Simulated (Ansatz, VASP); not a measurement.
Two plane-wave programs on SnO2

```
Sn O
1.0
     4.76872    0.00000    0.00000
     0.00000    4.76872    0.00000
     0.00000    0.00000    3.21137
Sn O
2 4
Direct
  0.00000 0.00000 0.98328
  0.50000 0.50000 0.51672
  0.21763 0.39497 0.00959
  0.28237 0.89497 0.49041
  0.78237 0.60503 0.00959
  0.71763 0.10503 0.49041
```

Change from the starting cell: mode 4 frozen in at -0.598 Å and mode 5 at -0.054 Å (largest displacements).

Alike in both runs: task single point; functional PBEsol; k mesh 6 × 6 × 8; occupations gaussian, width 0.05 eV; no spin polarisation.

```csv
,VASP,Ansatz
version,VASP 6.6.1,Ansatz 0.2.0
potentials or method,"VASP PAW PBE potentials, release 64 (Sn_d, O), cutoff 520 eV","scalar-relativistic, plane waves, PAW"
valence electrons in the cell,52,52
```

|  | VASP | Ansatz | Ansatz less VASP |
| --- | --- | --- | --- |
| gap on the k mesh at the Fermi level (eV) | 0.38 | 0.39 | +0.015 |
| least direct gap on the mesh (eV) | 0.38 | 0.39 | +0.015 |
| pressure (GPa) | -8.3 | -8.9 | -0.57 |
| traceless stress, the component that is largest in VASP (GPa) | -3.01 | -3.16 | -0.152 |
| rms of the force components (eV/Å) | 1.071 | 1.083 | +0.0121 |

VASP's potentials were made for PBE, not for PBEsol, and Ansatz warns of the same on its side. Atom by atom the forces differ by 0.013 eV/Å (rms over components).
